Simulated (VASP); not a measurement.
A run of VASP 6.6.1:

Contents of INCAR:

```
SYSTEM = InSb
PREC = Accurate
ENCUT = 500
EDIFF = 1E-7
ISMEAR = -1
SIGMA = 0.1
LREAL = .FALSE.
LASPH = .TRUE.
NELM = 120
ALGO = Normal
ISIF = 3
LWAVE = .FALSE.
LCHARG = .FALSE.
GGA = PS
IBRION = 2
NSW = 60
EDIFFG = -0.01
GGA_COMPAT = .FALSE.
NELMIN = 4
```

File KPOINTS:

```
Automatic mesh
0
G
  5 5 5
  0 0 0
```

File POSCAR:

```
InSb
1.0
    0.0000000000      3.1242040000      3.1242040000
    3.1242040000      0.0000000000      3.1242040000
    3.1242040000      3.1242040000      0.0000000000
In Sb
1 1
Direct
    0.0000000000      0.0000000000      0.0000000000
    0.5000000000      0.5000000000      0.5000000000
```

Potentials or basis: VASP PAW PBE potentials, release 64 (In_d, Sb).

The run is started by

```bash
$ cat potpaw_PBE.64/In_d/POTCAR potpaw_PBE.64/Sb/POTCAR > POTCAR
$ mpirun -np 1 vasp_std > vasp.out
```

Hardware: 1 thread of AMD EPYC 7R13, on a shared host.

Task: Estimate the wall time of this run.

Result: It took 43 s on 1 thread of AMD EPYC 7R13, on a shared host, peak memory 0.16 GiB. Counts: scf iterations 32, k points 10, ion steps 3.
